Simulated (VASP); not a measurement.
Write the native input for VASP 6.6.1 that does the following.

```yaml
Task: single point
Functional: LDA
Potentials_or_basis: VASP PAW LDA potentials, release 64 (Al, Cu)
Cutoff: 520 eV
k_mesh: 10 × 10 × 14
Occupations: gaussian, width 0.15 eV
Spin: no spin polarisation
Dipole_correction: no
Further_INCAR_settings: ALGO = Fast; EDIFF = 1e-06; NBANDS = 16
```

The structure of Al2Cu lies in POSCAR:

```
Al2Cu
1.0
    3.7593000000      0.0000000000      0.0000000000
    0.0000000000      3.7593000000      0.0000000000
    0.0000000000      0.0000000000      2.7461000000
Al Cu
2 1
Direct
    0.5000000000      0.0000000000      0.5000000000
    0.0000000000      0.5000000000      0.5000000000
    0.0000000000      0.0000000000      0.0000000000
```

One way to write it, as run:

INCAR

```
  PREC = Accurate
  ENCUT = 520
  EDIFF = 1E-6
  ISMEAR = 0
  SIGMA = 0.15
  LREAL = F
  LASPH = T
  NELM = 100
  ALGO = Fast
  ISIF = 2
  LWAVE = F
  LCHARG = F
  GGA = CA
  NBANDS = 16
```

KPOINTS

```
Automatic mesh
0
Gamma
  10 10 14
```

Potentials or basis: VASP PAW LDA potentials, release 64 (Al, Cu).

Command:

```bash
$ cat potpaw_LDA.64/Al/POTCAR potpaw_LDA.64/Cu/POTCAR > POTCAR
$ mpirun -np 1 vasp_std > vasp.out
```

It gave:

```
Pressure : 26.9 GPa
```

Wall time 49 s on 1 thread of Intel(R) Xeon(R) 6975P-C (Granite Rapids) (shared host), peak memory 0.2 GiB.
